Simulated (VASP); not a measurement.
# BPd2 (Pnnm) in VASP: relaxation of cell and atoms with LDA

Aim: the relaxation of cell and atoms of BPd2 with LDA.

Everything below comes from runs of VASP 6.6.1. Logs are shortened: lines on timing, memory, paths and dates and some standing lists are left out, and cuts for length are marked.

## 1. The cell of the first run

Symmetry: Pnnm, No. 58, orthorhombic system. The conventional cell has a = 4.767 Å, b = 5.148 Å, c = 3.156 Å, α = 90.00°, β = 90.00°, γ = 90.00°. Within 2.8 Å of B (site symmetry 2/m) lie 6 Pd at 2.12 to 2.15 Å. Within 3.2 Å of Pd (site symmetry m) lie 3 B at 2.12 to 2.15 Å and 12 Pd at 2.83 to 3.16 Å.

## 2. Relaxation of cell and atoms, LDA

INCAR reads:

```
SYSTEM = BPd2
PREC = Accurate
ENCUT = 500
EDIFF = 1E-7
ISMEAR = 0
SIGMA = 0.1
LREAL = .False.
LASPH = .True.
NELM = 120
ALGO = Normal
ISIF = 3
LWAVE = .False.
LCHARG = .False.
GGA = CA
IBRION = 2
NSW = 70
EDIFFG = -0.005
GGA_COMPAT = .False.
NELMIN = 4
```

KPOINTS reads:

```
regular mesh
0
Gamma
  8 8 12
  0 0 0
```

POSCAR reads:

```
BPd2
1.0
    4.7673922249      0.0000000000      0.0000000000
    0.0000000000      5.1478977747      0.0000000000
    0.0000000000      0.0000000000      3.1560255912
B Pd
2 4
Direct
    0.0000000000      0.0000000000      0.0000000000
    0.5000000000      0.5000000000      0.5000000000
    0.2559324856      0.3429776529      0.0000000000
    0.7440675144      0.6570223471      0.0000000000
    0.7559324856      0.1570223471      0.5000000000
    0.2440675144      0.8429776529      0.5000000000
```

Potentials or basis: VASP PAW LDA potentials, release 64 (B, Pd).

Run with:

```bash
cat potpaw_LDA.64/B/POTCAR potpaw_LDA.64/Pd/POTCAR > POTCAR
mpirun -np 1 vasp_std > vasp.out
```

OUTCAR:

```text
SYSTEM = BPd2
   PREC = Accurate
   ENCUT = 500
   EDIFF = 1E-7
   ISMEAR = 0
   LREAL = .False.
   LASPH = .True.
   NELM = 120
   ISIF = 3
   GGA = CA
   IBRION = 2
   NSW = 70
   EDIFFG = -0.005
   NELMIN = 4

 ion  position               nearest neighbor table
   1  0.000  0.000  0.000-   5 2.12   6 2.12   5 2.12   6 2.12   3 2.15   4 2.15
   2  0.500  0.500  0.500-   3 2.12   4 2.12   3 2.12   4 2.12   5 2.15   6 2.15
   3  0.256  0.343  0.000-   2 2.12   2 2.12   1 2.15   4 2.83   4 2.93   5 3.01   5 3.01   5 3.01
                             5 3.01   6 3.02   6 3.02   6 3.02   6 3.02
   4  0.744  0.657  0.000-   2 2.12   2 2.12   1 2.15   3 2.83   3 2.93   6 3.01   6 3.01   6 3.01
                             6 3.01   5 3.02   5 3.02   5 3.02   5 3.02
   5  0.756  0.157  0.500-   1 2.12   1 2.12   2 2.15   6 2.83   6 2.93   3 3.01   3 3.01   3 3.01
                             3 3.01   4 3.02   4 3.02   4 3.02   4 3.02
   6  0.244  0.843  0.500-   1 2.12   1 2.12   2 2.15   5 2.83   5 2.93   4 3.01   4 3.01   4 3.01
                             4 3.01   3 3.02   3 3.02   3 3.02   3 3.02

  LATTYP: Found a simple orthorhombic cell.
 ALAT       =     3.1560255912
 B/A-ratio  =     1.5105683041
 C/A-ratio  =     1.6311330900

  Lattice vectors:

 A1 = (   0.0000000000,   0.0000000000,   3.1560255912)
 A2 = (   4.7673922249,   0.0000000000,   0.0000000000)
 A3 = (   0.0000000000,   5.1478977747,   0.0000000000)

Analysis of symmetry for initial positions (statically):
=====================================================================
 Subroutine PRICEL returns:
 Original cell was already a primitive cell.

 Routine SETGRP: Setting up the symmetry group for a
 simple orthorhombic supercell.

 Subroutine GETGRP returns: Found  8 space group operations
 (whereof  4 operations were pure point group operations)
 out of a pool of  8 trial point group operations.

The static configuration has the point symmetry C_2h.
 The point group associated with its full space group is D_2h.

Analysis of symmetry for dynamics (positions and initial velocities):
=====================================================================
 Subroutine PRICEL returns:
 Original cell was already a primitive cell.

 Routine SETGRP: Setting up the symmetry group for a
 simple orthorhombic supercell.

 Subroutine GETGRP returns: Found  8 space group operations
 (whereof  4 operations were pure point group operations)
 out of a pool of  8 trial point group operations.

The dynamic configuration has the point symmetry C_2h.
 The point group associated with its full space group is D_2h.

 Subroutine INISYM returns: Found  8 space group operations
[... 127 lines left out ...]
  Fermi-wavevector in a.u.,A,eV,Ry     =   1.376080  2.600414 25.763938  1.893596
  Thomas-Fermi vector in A             =   2.501357
   LORBIT       =      0    0 simple, 1 ext, 2 COOP (PROOUT), +10 PAW based schemes
   GGA     = CA    functional components
   LHFCALC =     F    Hartree Fock is set to
   AEXX    =    0.0000 exact exchange contribution
   IVDW    =     0    specifies the selected vdW correction
   LEPSILON=     F    determine dielectric tensor
   LRPA    =     F    only Hartree local field effects (RPA)
 conjugate gradient relaxation of ions
 non-spin polarized calculation
 Gauss-broadening in eV      SIGMA  =   0.10
  energy-cutoff  :      500.00
  volume of cell :       77.46
 maximum number of plane-waves:      2010
 NGX is ok and might be reduce to    36
   NGX = 17   NGY = 19   NGZ = 11

--------------------------------------- Ionic step        1  -------------------------------------------

 number of electron      46.0000001 magnetization

 Free energy of the ion-electron system (eV)
  ---------------------------------------------------
  ext. energy  EPLUGINS =         0.00000000
  ---------------------------------------------------
  free energy    TOTEN  =       -42.42995502 eV

  energy without entropy =      -42.42137234  energy(sigma->0) =      -42.42566368

------------------------ aborting loop because EDIFF is reached ----------------------------------------

  FORCE on cell =-STRESS in cart. coord.  units (eV):
  Direction    XX          YY          ZZ          XY          YZ          ZX
  --------------------------------------------------------------------------------------
  -------------------------------------------------------------------------------------
  Total       -5.7479455     -5.6433329     -5.4584475      0.0000000      0.0000000      0.0000000
  in kB     -118.8972783   -116.7333465   -112.9089591      0.0000000      0.0000000      0.0000000
  external PRESSURE =    -116.1798613 kB  Pullay stress =       0.0000000 kB
[... 27 lines left out ...]
--------------------------------------- Ionic step        2  -------------------------------------------

 number of electron      45.9999995 magnetization

 E-fermi :  11.1772     XC(G=0): -13.6230

 val. band max:       11.1713597650   @ k =   0.2500   0.3750   0.0833
 cond. band min:      11.1865882254   @ k =   0.0000   0.3750   0.5000
 fundamental gap:      0.0152284604
 Fermi energy:        11.1772004930

 k-point     1 :       0.0000    0.0000    0.0000
  band No.  band energies     occupation
      1      -0.4641      2.00000
      2       2.5745      2.00000
      3       3.3323      2.00000
      4       3.8368      2.00000
      5       4.0585      2.00000
      6       5.0282      2.00000
[... 784 lines left out ...]
  FREE ENERGIE OF THE ION-ELECTRON SYSTEM (eV)
  ---------------------------------------------------
  free  energy   TOTEN  =       -42.5975439677 eV

  energy  without entropy=      -42.5893460583  energy(sigma->0) =      -42.59344501

[... ionic steps 4 to 8 ...]

--------------------------------------- Ionic step        9  -------------------------------------------

 number of electron      46.0000020 magnetization

------------------------ aborting loop because EDIFF is reached ----------------------------------------
[... 75 lines left out ...]
--------------------------------------- Ionic step       11  -------------------------------------------

 number of electron      46.0000022 magnetization

 Free energy of the ion-electron system (eV)
  ---------------------------------------------------
  ext. energy  EPLUGINS =         0.00000000
  ---------------------------------------------------
  free energy    TOTEN  =       -42.60503586 eV

  energy without entropy =      -42.59690783  energy(sigma->0) =      -42.60097184

 E-fermi :   9.8275     XC(G=0): -13.1826

 val. band max:        9.8244219340   @ k =   0.5000   0.1250   0.5000
 cond. band min:       9.8315596457   @ k =   0.2500   0.0000   0.1667
 fundamental gap:      0.0071377117
 Fermi energy:         9.8275357346

 k-point     1 :       0.0000    0.0000    0.0000
  band No.  band energies     occupation
      1      -1.0971      2.00000
      2       1.7476      2.00000
      3       2.7585      2.00000
      4       3.2359      2.00000
      5       3.4721      2.00000
      6       4.2645      2.00000
[... 744 lines left out ...]
  FREE ENERGIE OF THE ION-ELECTRON SYSTEM (eV)
  ---------------------------------------------------
  free  energy   TOTEN  =       -42.6050358567 eV

  energy  without entropy=      -42.5969078255  energy(sigma->0) =      -42.60097184

 reached required accuracy - stopping structural energy minimisation
```

OSZICAR:

```text
N       E                     dE             d eps       ncg     rms          rms(c)
DAV:   1     0.276629844234E+03    0.27663E+03   -0.23120E+04  9450   0.161E+03
DAV:   2    -0.316595564423E+02   -0.30829E+03   -0.29650E+03 10068   0.347E+02
DAV:   3    -0.460750112684E+02   -0.14415E+02   -0.14033E+02 11742   0.695E+01
DAV:   4    -0.463458550558E+02   -0.27084E+00   -0.26968E+00 10878   0.975E+00
[... 98 lines left out ...]
DAV:   1    -0.426051647690E+02   -0.15348E-03   -0.80307E-03  9450   0.604E-01    0.606E-02
DAV:   2    -0.426050703341E+02    0.94435E-04   -0.13129E-04 10562   0.943E-02    0.300E-02
DAV:   3    -0.426050364696E+02    0.33864E-04   -0.58849E-05 10580   0.522E-02    0.730E-03
DAV:   4    -0.426050358955E+02    0.57413E-06   -0.39198E-06 11101   0.137E-02    0.491E-03
DAV:   5    -0.426050358567E+02    0.38768E-07   -0.37905E-07  8701   0.371E-03
  11 F= -.42605036E+02 E0= -.42600972E+02  d E =-.245089E-04
```

CONTCAR:

```text
BPd2
   1.00000000000000
     4.6473185737049558    0.0000000000000000    0.0000000000000000
     0.0000000000000000    5.0580805879102417    0.0000000000000000
     0.0000000000000000    0.0000000000000000    3.0992177364959725
  B               Pd
     2     4
Direct
     0.0000000000000000    0.0000000000000000    0.0000000000000000
     0.5000000000000000    0.5000000000000000    0.5000000000000000
     0.2513196423440213    0.3451026541577513    0.0000000000000000
     0.7486803576559790    0.6548973458422487    1.0000000000000000
     0.7513196423440210    0.1548973458422487    0.5000000000000000
     0.2486803576559788    0.8451026541577513    0.5000000000000000

  0.00000000E+00  0.00000000E+00  0.00000000E+00
  0.00000000E+00  0.00000000E+00  0.00000000E+00
  0.00000000E+00  0.00000000E+00  0.00000000E+00
  0.00000000E+00  0.00000000E+00  0.00000000E+00
  0.00000000E+00  0.00000000E+00  0.00000000E+00
  0.00000000E+00  0.00000000E+00  0.00000000E+00
```

Run time: 14 min. Hardware: 1 thread of Intel Xeon Platinum 8559C (Emerald Rapids), shared host; peak memory 0.38 GiB.

Results:

| Quantity | Value |
| --- | --- |
| Free energy | -42.6050 eV |
| Relaxed volume | 12.14 Å³/atom |
| Relaxed cell | a = 4.647 Å, b = 5.058 Å, c = 3.099 Å, α = 90.00°, β = 90.00°, γ = 90.00° |
| Space group after relaxing (to 0.1 Å) | Pnnm (No. 58) |
| Energy gained by relaxing | 29.2 meV/atom |
| Ionic steps | 11 |
| Pressure after relaxing | 0.0 GPa |
| Largest force after relaxing | 0.004 eV/Å |
| Band gap on the k mesh | zero (bands 23 and 24 overlap by 3.18 eV) |

Forces in eV/Å, atoms in the order of the input:
```
B    0.000  0.000  0.000
B    0.000  0.000  0.000
Pd  -0.003 -0.003  0.000
Pd   0.003  0.003  0.000
Pd  -0.003  0.003  0.000
Pd   0.003 -0.003  0.000
```

Step by step:
```
step  energy change (eV)  largest force (eV/Å)  pressure (GPa)  volume (Å³)
   1              0.0000                0.1004          -11.62        77.46
   2              0.2051                0.6146           22.59        67.43
   3             -0.1676                0.1533           -0.32        73.19
   4             -0.1677                0.1589           -0.05        73.10
   5             -0.1714                0.0851           -0.02        73.01
   6             -0.1722                0.0685            0.03        72.93
   7             -0.1734                0.0532           -0.03        72.93
   8             -0.1750                0.0069           -0.22        72.92
   9             -0.1746                0.0204            0.69        72.64
  10             -0.1751                0.0005            0.03        72.84
  11             -0.1751                0.0038            0.00        72.85
```

Final structure:
```cif
data_structure
_symmetry_space_group_name_H-M 'P 1'
_symmetry_Int_Tables_number 1
_cell_length_a 4.6473
_cell_length_b 5.0581
_cell_length_c 3.0992
_cell_angle_alpha 90.000
_cell_angle_beta 90.000
_cell_angle_gamma 90.000
_cell_volume 72.85
loop_
_atom_site_label
_atom_site_type_symbol
_atom_site_fract_x
_atom_site_fract_y
_atom_site_fract_z
_atom_site_occupancy
B1 B 0.00000 0.00000 0.00000 1
B2 B 0.50000 0.50000 0.50000 1
Pd1 Pd 0.25132 0.34510 0.00000 1
Pd2 Pd 0.74868 0.65490 0.00000 1
Pd3 Pd 0.75132 0.15490 0.50000 1
Pd4 Pd 0.24868 0.84510 0.50000 1
```

LDA usually gives volumes a few per cent too small. Zero-point motion and thermal expansion aren't in these numbers.
